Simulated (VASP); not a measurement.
# Re (P6_3/mmc) in VASP: a series of runs, part 2 of 2

VASP 6.6.1.

## Step 5: Single point, revPBE

This run uses another cell than the first one, of 15.06 Å³/atom, 0.962 times its volume.

File INCAR:

```
SYSTEM = Re
  ALGO = Normal
  EDIFF = 1E-7
  ENCUT = 520
  GGA = RE
  ISIF = 2
  ISMEAR = -1
  LASPH = .TRUE.
  LCHARG = .FALSE.
  LREAL = .FALSE.
  LWAVE = .FALSE.
  NBANDS = 22
  NELM = 60
  PREC = Accurate
  SIGMA = 0.1
```

File KPOINTS:

```
k-points
0
G
  17 17 5
  0 0 0
```

File POSCAR:

```
Re
1.0
    2.7840733746      0.0000000000      0.0000000000
   -1.3920366873      2.4110782684      0.0000000000
    0.0000000000      0.0000000000      8.9751892581
Re
4
Direct
    1.0000000000      1.0000000000      0.0000000000
    1.0000000000      1.0000000000      0.5000000000
    0.3333333333      0.6666666667      0.2500000000
    0.6666666667      0.3333333333      0.7500000000
```

Potentials or basis: VASP PAW PBE potentials, release 64 (Re).

Command:

```bash
> cat potpaw_PBE.64/Re/POTCAR > POTCAR
> mpirun -np 1 vasp_std > vasp.out
```

OUTCAR:

```text
SYSTEM = Re
   EDIFF = 1E-7
   ENCUT = 520
   GGA = RE
   ISIF = 2
   ISMEAR = -1
   LASPH = .TRUE.
   LREAL = .FALSE.
   NELM = 60
   PREC = Accurate

 ion  position               nearest neighbor table
   1  0.000  0.000  0.000-   3 2.76   4 2.76   3 2.76   4 2.76   4 2.76   3 2.76
   2  0.000  0.000  0.500-   3 2.76   4 2.76   3 2.76   4 2.76   4 2.76   3 2.76
   3  0.333  0.667  0.250-   1 2.76   2 2.76   1 2.76   2 2.76   1 2.76   2 2.76
   4  0.667  0.333  0.750-   1 2.76   2 2.76   1 2.76   2 2.76   1 2.76   2 2.76

  LATTYP: Found a hexagonal cell.
 ALAT       =     2.7840733746
 C/A-ratio  =     3.2237617514

  Lattice vectors:

 A1 = (   2.7840733746,   0.0000000000,   0.0000000000)
 A2 = (  -1.3920366873,   2.4110782684,   0.0000000000)
 A3 = (   0.0000000000,   0.0000000000,   8.9751892581)

Analysis of symmetry for initial positions (statically):
=====================================================================
 Subroutine PRICEL returns:
 Original cell was already a primitive cell.

 Routine SETGRP: Setting up the symmetry group for a
 hexagonal supercell.

 Subroutine GETGRP returns: Found 24 space group operations
 (whereof 12 operations were pure point group operations)
 out of a pool of 24 trial point group operations.

The static configuration has the point symmetry D_3d.
 The point group associated with its full space group is D_6h.

Analysis of symmetry for dynamics (positions and initial velocities):
=====================================================================
 Subroutine PRICEL returns:
 Original cell was already a primitive cell.

 Routine SETGRP: Setting up the symmetry group for a
 hexagonal supercell.

 Subroutine GETGRP returns: Found 24 space group operations
 (whereof 12 operations were pure point group operations)
 out of a pool of 24 trial point group operations.

The dynamic configuration has the point symmetry D_3d.
 The point group associated with its full space group is D_6h.

 Subroutine INISYM returns: Found 24 space group operations
[... 121 lines left out ...]
     AMIX_MAG =   1.60;   BMIX_MAG =  1.00
  volume/ion in A,a.u.               =      15.06       101.64
  Fermi-wavevector in a.u.,A,eV,Ry     =   1.268087  2.396337 21.878768  1.608044
  Thomas-Fermi vector in A             =   2.401200
   LORBIT       =      0    0 simple, 1 ext, 2 COOP (PROOUT), +10 PAW based schemes
   GGA     = RE    functional components
   LHFCALC =     F    Hartree Fock is set to
   AEXX    =    0.0000 exact exchange contribution
   IVDW    =     0    specifies the selected vdW correction
   LEPSILON=     F    determine dielectric tensor
   LRPA    =     F    only Hartree local field effects (RPA)
 non-spin polarized calculation
  energy-cutoff  :      520.00
  volume of cell :       60.25
 maximum number of plane-waves:      1641
 NGX is ok and might be reduce to    24
   NGX = 11   NGY = 11   NGZ = 33

 number of electron      27.9999999 magnetization

 Free energy of the ion-electron system (eV)
  ---------------------------------------------------
  ext. energy  EPLUGINS =         0.00000000
  ---------------------------------------------------
  free energy    TOTEN  =       -47.81081219 eV

  energy without entropy =      -47.71351614  energy(sigma->0) =      -47.76216417

 E-fermi :   7.7605     XC(G=0): -13.5816

 val. band max:        7.7535962963   @ k =   0.2941   0.0000   0.0000
 cond. band min:       7.7710311526   @ k =   0.2941   0.1176   0.0000
 fundamental gap:      0.0174348562
 Fermi energy:         7.7604576205

 k-point     1 :       0.0000    0.0000    0.0000
  band No.  band energies     occupation
      1      -2.0448      2.00000
      2       0.2377      2.00000
      3       0.3013      2.00000
      4       1.2247      2.00000
      5       5.2847      2.00000
      6       5.3787      2.00000
[... 589 lines left out ...]
     21      11.0626      0.00000
     22      11.2582      0.00000

 [... further k-points ...]

------------------------ aborting loop because EDIFF is reached ----------------------------------------

  FORCE on cell =-STRESS in cart. coord.  units (eV):
  Direction    XX          YY          ZZ          XY          YZ          ZX
  --------------------------------------------------------------------------------------
  -------------------------------------------------------------------------------------
  Total       -0.2295372     -0.2295372     -0.2794348      0.0000000     -0.0000000      0.0000000
  in kB       -6.1041911     -6.1041911     -7.4311409      0.0000000     -0.0000000      0.0000000
  external PRESSURE =      -6.5465077 kB  Pullay stress =       0.0000000 kB

 VOLUME and BASIS-vectors are now :
 -----------------------------------------------------------------------------
  energy-cutoff  :      520.00
  volume of cell :       60.25
      direct lattice vectors                 reciprocal lattice vectors
     2.784073375  0.000000000  0.000000000     0.359185936  0.207376097  0.000000000
    -1.392036687  2.411078268  0.000000000     0.000000000  0.414752193  0.000000000
     0.000000000  0.000000000  8.975189258     0.000000000  0.000000000  0.111418263

 POSITION                                       TOTAL-FORCE (eV/Angst)
 -----------------------------------------------------------------------------------
      0.00000      0.00000      0.00000         0.000000      0.000000      0.000000
      0.00000      0.00000      4.48759         0.000000      0.000000      0.000000
     -0.00000      1.60739      2.24380         0.000000      0.000000      0.000000
      1.39204      0.80369      6.73139        -0.000000      0.000000      0.000000
 -----------------------------------------------------------------------------------
    total drift:                               -0.000000      0.000000      0.000000

  FREE ENERGIE OF THE ION-ELECTRON SYSTEM (eV)
  ---------------------------------------------------
  free  energy   TOTEN  =       -47.8108121868 eV

  energy  without entropy=      -47.7135161446  energy(sigma->0) =      -47.76216417
```

OSZICAR:

```text
N       E                     dE             d eps       ncg     rms          rms(c)
DAV:   1     0.169291299417E+03    0.16929E+03   -0.12373E+04  8164   0.156E+03
DAV:   2    -0.248421315484E+02   -0.19413E+03   -0.17606E+03  8414   0.669E+02
DAV:   3    -0.482580932209E+02   -0.23416E+02   -0.19766E+02  8184   0.334E+02
DAV:   4    -0.503041695288E+02   -0.20461E+01   -0.17929E+01  7218   0.781E+01
DAV:   5    -0.505455491077E+02   -0.24138E+00   -0.21998E+00  7668   0.169E+01    0.542E+01
DAV:   6    -0.485163088388E+02    0.20292E+01   -0.21857E+00  7126   0.320E+01    0.217E+01
DAV:   7    -0.478305629967E+02    0.68575E+00   -0.16894E+00  7360   0.262E+01    0.110E+00
DAV:   8    -0.478188096453E+02    0.11753E-01   -0.10464E-01  8496   0.454E+00    0.578E-01
DAV:   9    -0.478117914644E+02    0.70182E-02   -0.25058E-02  8486   0.362E+00    0.332E-01
DAV:  10    -0.478107562131E+02    0.10353E-02   -0.32671E-03  8276   0.103E+00    0.631E-02
DAV:  11    -0.478108010044E+02   -0.44791E-04   -0.29503E-04  8322   0.276E-01    0.323E-02
DAV:  12    -0.478108115724E+02   -0.10568E-04   -0.33900E-05  8096   0.124E-01    0.131E-02
DAV:  13    -0.478108136789E+02   -0.21065E-05   -0.41875E-06  7730   0.322E-02    0.530E-03
DAV:  14    -0.478108124121E+02    0.12668E-05   -0.10589E-07  4190   0.821E-03    0.313E-03
DAV:  15    -0.478108122089E+02    0.20321E-06   -0.75961E-08  4144   0.534E-03    0.963E-04
DAV:  16    -0.478108121868E+02    0.22042E-07   -0.56089E-08  4014   0.869E-03
   1 F= -.47810812E+02 E0= -.47762164E+02  d E =-.972960E-01
```

It took 75 s on 1 thread of Intel Xeon 6975P-C (Granite Rapids), shared host; peak memory 0.25 GiB.

What came out:

| Item | Value |
| --- | --- |
| Free energy | -47.8108 eV |
| Pressure | -0.7 GPa |
| Band gap on the k mesh | zero (band 14 reaches 8.94 eV, above the bottom of band 15 at 6.41 eV) |

Stress tensor (GPa, compression positive):
```
-0.61  0.00  0.00
 0.00 -0.61  0.00
 0.00  0.00 -0.74
```

Caveat: the PAW data sets were made with another functional, which shifts forces and pressure a little; spin-orbit coupling is left out, which moves the levels of the heavy elements.

## Step 6: The runs side by side

```tsv
cell	k mesh	gap on the mesh (eV)	pressure (GPa)
a = 2.821, b = 2.821, c = 9.093 Å, angles 90.0, 90.0, 120.0°, 4 atoms	15 × 15 × 4	none	-13.5
a = 2.856, b = 2.856, c = 9.208 Å, angles 90.0, 90.0, 120.0°, 4 atoms	15 × 15 × 4	none	-23.8
a = 2.891, b = 2.891, c = 9.321 Å, angles 90.0, 90.0, 120.0°, 4 atoms	15 × 15 × 4	none	-31.9
a = 2.784, b = 2.784, c = 8.975 Å, angles 90.0, 90.0, 120.0°, 4 atoms	17 × 17 × 5	none	-0.7
```

Alike in all rows: task single point; level revPBE; potentials or basis VASP PAW PBE potentials, release 64 (Re); no spin polarisation; cutoff (eV) 520; smearing fermi-dirac 0.1 eV.

Caveats: the PAW data sets were made with another functional, which shifts forces and pressure a little; spin-orbit coupling is left out, which moves the levels of the heavy elements.

Total energies depend on the potentials used, so only differences within one code and one set of settings carry meaning.
